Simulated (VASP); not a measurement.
# Al3GaN4 (Pm) in VASP: a series of runs

The runs below take Al3GaN4 through single point, relaxation of shape and atoms at fixed volume, relaxation of the atoms, with PBEsol.

Everything below comes from runs of VASP 6.6.1. Logs are shortened: lines on timing, memory, paths and dates and some standing lists are left out, and cuts for length are marked.

### 1 The cell of the first run

It takes space group Pm (No. 6, monoclinic). The conventional cell has a = 5.217 Å, b = 3.227 Å, c = 5.588 Å, α = 90.00°, β = 90.03°, γ = 90.00°. Al (site symmetry m) has 4 N at 1.94 to 1.97 Å within 2.6 Å. Within 2.6 Å of Al (site symmetry m) lie 4 N at 1.96 Å. Within 2.6 Å of Al (site symmetry m) lie 4 N at 1.96 to 1.97 Å. Within 2.6 Å of Ga (site symmetry m) lie 4 N at 1.99 to 2.02 Å. Within 2.6 Å of N (site symmetry m) lie 3 Al at 1.96 Å and 1 Ga at 2.02 Å. Within 2.6 Å of N (site symmetry m) lie 4 Al at 1.96 to 1.97 Å. N (site symmetry m) has 2 Al at 1.94 to 1.96 Å and 2 Ga at 1.99 Å within 2.6 Å. N (site symmetry m) has 3 Al at 1.95 to 1.97 Å and 1 Ga at 2.01 Å within 2.6 Å.

### 2 Single point, PBEsol (11.76 Å³/atom)

The input, INCAR:

```
PREC     = Accurate       # precision mode
ENCUT    = 520            # plane-wave cutoff, eV
EDIFF    = 1E-6           # SCF threshold, eV
ISMEAR   = 0              # smearing method
SIGMA    = 0.02           # smearing width, eV
LREAL    = False          # projectors in reciprocal space
LASPH    = True           # aspherical terms in the spheres
NELM     = 100            # most SCF steps
ALGO     = Normal         # electronic algorithm
ISIF     = 2              # what is computed and relaxed
LWAVE    = False          # write WAVECAR
LCHARG   = False          # write CHGCAR
GGA      = PS             # functional
NBANDS   = 31             # bands
```

The input, KPOINTS:

```
Automatic mesh
0
Gamma
  6 8 4
```

The input, POSCAR:

```
Al3GaN4
1.0
    5.2169876396      0.0000000000      0.0002529835
    0.0000000000      3.2274087157      0.0000000000
   -0.0032034779      0.0000000000      5.5877369166
Al Ga N
3 1 4
Direct
    0.4998735083      0.5000000000      0.1671694301
    0.0003617920      0.5000000000      0.8346412042
    0.0006108282      0.0000000000      0.3318710577
    0.4994835526      0.0000000000      0.6664059775
    0.1118444752      0.0000000000      0.6663866648
    0.1226018221      0.5000000000      0.1670060820
    0.6254486608      0.5000000000      0.8402602222
    0.6233743608      0.0000000000      0.3262603615
```

Potentials or basis: VASP PAW PBE potentials, release 64 (Al, Ga_d, N).

On the command line:

```sh
cat potpaw_PBE.64/Al/POTCAR potpaw_PBE.64/Ga_d/POTCAR potpaw_PBE.64/N/POTCAR > POTCAR
mpirun -np 1 vasp_std > vasp.out
```

OUTCAR:

```text
PREC = Accurate
   ENCUT = 520
   EDIFF = 1E-6
   ISMEAR = 0
   LREAL = False
   LASPH = True
   NELM = 100
   ISIF = 2
   GGA = PS

 ion  position               nearest neighbor table
   1  0.500  0.500  0.167-   7 1.94   8 1.95   8 1.95   6 1.97   3 3.20   3 3.20   2 3.20   3 3.21
                             3 3.21   2 3.21
   2  0.000  0.500  0.835-   7 1.96   5 1.96   5 1.96   6 1.96   1 3.20   1 3.21   3 3.21   3 3.21
                             3 3.24   3 3.24
   3  0.001  0.000  0.332-   5 1.96   6 1.96   6 1.96   8 1.97   1 3.20   1 3.20   1 3.21   1 3.21
                             2 3.21   2 3.21   2 3.24   2 3.24
   4  0.499  0.000  0.666-   7 1.99   7 1.99   8 2.01   5 2.02
   5  0.112  0.000  0.666-   2 1.96   2 1.96   3 1.96   4 2.02
   6  0.123  0.500  0.167-   2 1.96   3 1.96   3 1.96   1 1.97
   7  0.625  0.500  0.840-   1 1.94   2 1.96   4 1.99   4 1.99
   8  0.623  0.000  0.326-   1 1.95   1 1.95   3 1.97   4 2.01

  LATTYP: Found a simple monoclinic cell.
 ALAT       =     5.2169876457
 B/A-ratio  =     0.6186345330
 C/A-ratio  =     1.0710659511
 COS(beta)  =    -0.0005248127

  Lattice vectors:

 A1 = (   5.2169876396,   0.0000000000,   0.0002529835)
 A2 = (   0.0000000000,   3.2274087157,   0.0000000000)
 A3 = (  -0.0032034779,   0.0000000000,   5.5877369166)

Analysis of symmetry for initial positions (statically):
=====================================================================
 Subroutine PRICEL returns:
 Original cell was already a primitive cell.

 Routine SETGRP: Setting up the symmetry group for a
 simple monoclinic supercell.

 Subroutine GETGRP returns: Found  2 space group operations
 (whereof  2 operations were pure point group operations)
 out of a pool of  4 trial point group operations.

The static configuration has the point symmetry C_1h.

Analysis of symmetry for dynamics (positions and initial velocities):
=====================================================================
 Subroutine PRICEL returns:
 Original cell was already a primitive cell.

 Routine SETGRP: Setting up the symmetry group for a
 simple monoclinic supercell.

 Subroutine GETGRP returns: Found  2 space group operations
 (whereof  2 operations were pure point group operations)
 out of a pool of  4 trial point group operations.

The dynamic configuration has the point symmetry C_1h.

 Subroutine INISYM returns: Found  2 space group operations
[... 113 lines left out ...]
   IBRION =     -1    ionic relax: 0-MD 1-quasi-New 2-CG
   NFREE  =      0    steps in history (QN), initial steepest desc. (CG)
   ISIF   =      2    stress and relaxation
   ISYM   =      2    0-nonsym 1-usesym 2-fastsym
   POTIM  = 0.5000    time-step for ionic-motion
   TEBEG  =    0.0;   TEEND  =   0.0 temperature during run
   PSTRESS=    0.0 pullay stress
   NELECT =      42.0000    total number of electrons
   NUPDOWN=      -1.0000    fix difference up-down
   EMIN   =  10.00;   EMAX   =-10.00  energy-range for DOS
   EFERMI =   0.00;   METHOD = LEGACY
   ISMEAR =     0;   SIGMA  =   0.02  broadening in eV -4-tet -1-fermi 0-gaus
   EFERMI_NEDOS =   21; number of points for ismear=-14 and -15
   IALGO  =     38    algorithm
   IMIX   =      4    mixing-type and parameters
     AMIX     =   0.40;   BMIX     =  1.00
     AMIX_MAG =   1.60;   BMIX_MAG =  1.00
  volume/ion in A,a.u.               =      11.76        79.36
  Fermi-wavevector in a.u.,A,eV,Ry     =   1.251184  2.364396 21.299412  1.565463
  Thomas-Fermi vector in A             =   2.385144
   LORBIT       =      0    0 simple, 1 ext, 2 COOP (PROOUT), +10 PAW based schemes
   GGA     = PS    functional components
   LHFCALC =     F    Hartree Fock is set to
   AEXX    =    0.0000 exact exchange contribution
   IVDW    =     0    specifies the selected vdW correction
   LEPSILON=     F    determine dielectric tensor
   LRPA    =     F    only Hartree local field effects (RPA)
 non-spin polarized calculation
 Gauss-broadening in eV      SIGMA  =   0.02
  energy-cutoff  :      520.00
  volume of cell :       94.08
 maximum number of plane-waves:      2566
   NGX = 19   NGY = 13   NGZ = 21

 number of electron      41.9999996 magnetization

 Free energy of the ion-electron system (eV)
  ---------------------------------------------------
  ext. energy  EPLUGINS =         0.00000000
  ---------------------------------------------------
  free energy    TOTEN  =       -59.61702936 eV

  energy without entropy =      -59.61702936  energy(sigma->0) =      -59.61702936

 E-fermi :   4.9969     XC(G=0): -10.8871

 val. band max:        4.8599652493   @ k =   0.0000   0.0000   0.0000
 cond. band min:       7.6183887315   @ k =   0.0000   0.0000   0.0000
 fundamental gap:      2.7584234822
 Fermi energy:         4.9968931993

 k-point     1 :       0.0000    0.0000    0.0000
  band No.  band energies     occupation
      1      -9.8511      2.00000
      2      -8.8320      2.00000
      3      -8.7695      2.00000
      4      -8.0012      2.00000
      5      -7.9337      2.00000
      6      -7.8723      2.00000
[... 805 lines left out ...]
     30      14.8144      0.00000
     31      15.3038      0.00000

 [... further k-points ...]

------------------------ aborting loop because EDIFF is reached ----------------------------------------

  FORCE on cell =-STRESS in cart. coord.  units (eV):
  Direction    XX          YY          ZZ          XY          YZ          ZX
  --------------------------------------------------------------------------------------
  -------------------------------------------------------------------------------------
  Total       -9.2144719     -9.2060150     -9.2057789      0.0000000      0.0000000     -0.0032365
  in kB     -156.9174693   -156.7734519   -156.7694326      0.0000000      0.0000000     -0.0551153
  external PRESSURE =    -156.8201179 kB  Pullay stress =       0.0000000 kB

 VOLUME and BASIS-vectors are now :
 -----------------------------------------------------------------------------
  energy-cutoff  :      520.00
  volume of cell :       94.08
      direct lattice vectors                 reciprocal lattice vectors
     5.216987640  0.000000000  0.000252983     0.191681492  0.000000000  0.000109892
     0.000000000  3.227408716  0.000000000     0.000000000  0.309846099  0.000000000
    -0.003203478  0.000000000  5.587736917    -0.000008678  0.000000000  0.178963324

 POSITION                                       TOTAL-FORCE (eV/Angst)
 -----------------------------------------------------------------------------------
      2.60730      1.61370      0.93423         0.003748      0.000000     -0.004759
     -0.00079      1.61370      4.66376        -0.007054      0.000000     -0.000848
      0.00212      0.00000      1.85441        -0.000393      0.000000      0.001665
      2.60366      0.00000      3.72383         0.004855      0.000000      0.009630
      0.58136      0.00000      3.72362        -0.007205      0.000000      0.000965
      0.63908      1.61370      0.93322         0.000640      0.000000     -0.002623
      3.26027      1.61370      4.69531         0.003478      0.000000     -0.000047
      3.25109      0.00000      1.82321         0.001931      0.000000     -0.003984
 -----------------------------------------------------------------------------------
    total drift:                               -0.001463     -0.000000      0.000410

  FREE ENERGIE OF THE ION-ELECTRON SYSTEM (eV)
  ---------------------------------------------------
  free  energy   TOTEN  =       -59.6170293598 eV

  energy  without entropy=      -59.6170293598  energy(sigma->0) =      -59.61702936
```

OSZICAR:

```text
N       E                     dE             d eps       ncg     rms          rms(c)
DAV:   1     0.325051048601E+03    0.32505E+03   -0.18948E+04  4690   0.164E+03
DAV:   2    -0.186804647348E+02   -0.34373E+03   -0.31833E+03  5097   0.458E+02
DAV:   3    -0.654670462212E+02   -0.46787E+02   -0.46081E+02  4992   0.129E+02
DAV:   4    -0.675286723797E+02   -0.20616E+01   -0.20527E+01  5933   0.307E+01
DAV:   5    -0.675711387000E+02   -0.42466E-01   -0.42448E-01  5149   0.411E+00    0.153E+01
DAV:   6    -0.596181607413E+02    0.79530E+01   -0.26122E+01  6757   0.461E+01    0.536E+00
DAV:   7    -0.596991203964E+02   -0.80960E-01   -0.22225E+00  5104   0.938E+00    0.386E+00
DAV:   8    -0.596445603675E+02    0.54560E-01   -0.39637E-01  5688   0.490E+00    0.109E+00
DAV:   9    -0.596162234174E+02    0.28337E-01   -0.91503E-02  6365   0.368E+00    0.509E-01
DAV:  10    -0.596167664781E+02   -0.54306E-03   -0.15794E-02  5346   0.679E-01    0.212E-01
DAV:  11    -0.596170222606E+02   -0.25578E-03   -0.57095E-04  5988   0.186E-01    0.294E-02
DAV:  12    -0.596170302768E+02   -0.80163E-05   -0.10684E-04  6370   0.109E-01    0.210E-02
DAV:  13    -0.596170297397E+02    0.53711E-06   -0.13789E-05  5337   0.357E-02    0.147E-02
DAV:  14    -0.596170293598E+02    0.37989E-06   -0.26977E-06  4747   0.120E-02
   1 F= -.59617029E+02 E0= -.59617029E+02  d E =-.263678E-24
```

stdout:

```text
POSCAR found type information on POSCAR AlGaN
 POSCAR found :  3 types and       8 ions
 scaLAPACK will be used
 -----------------------------------------------------------------------------
|                                                                             |
|                                                                             |
|     You enforced a specific xc type in the INCAR file but a different       |
|     I HOPE YOU KNOW WHAT YOU ARE DOING!                                     |
|                                                                             |
 -----------------------------------------------------------------------------

 LDA part: xc-table for (Slater+PW92), standard interpolation
 POSCAR, INCAR and KPOINTS ok, starting setup
 FFT: planning ... GRIDC
 FFT: planning ... GRID_SOFT
 FFT: planning ... GRID
 WAVECAR not read
 entering main loop
```

It took 3.5 min on 1 thread of Intel Xeon Platinum 8259CL at 2.50GHz (Skylake/Cascade Lake), shared host; peak memory 0.31 GiB.

What came out:

```yaml
Free_energy: -59.6170 eV
Pressure: -15.7 GPa
Largest_force: 0.011 eV/Å
Band_gap_on_the_k_mesh: 2.76 eV
```

Forces on the atoms (eV/Å):
```
Al   0.004  0.000 -0.005
Al  -0.007  0.000 -0.001
Al   0.000  0.000  0.002
Ga   0.005  0.000  0.010
N   -0.007  0.000  0.001
N    0.001  0.000 -0.003
N    0.003  0.000  0.000
N    0.002  0.000 -0.004
```

Caveat: the cell stands under tension; the PAW data sets were made with another functional, which shifts forces and pressure a little.

[end of part 1 of 2]
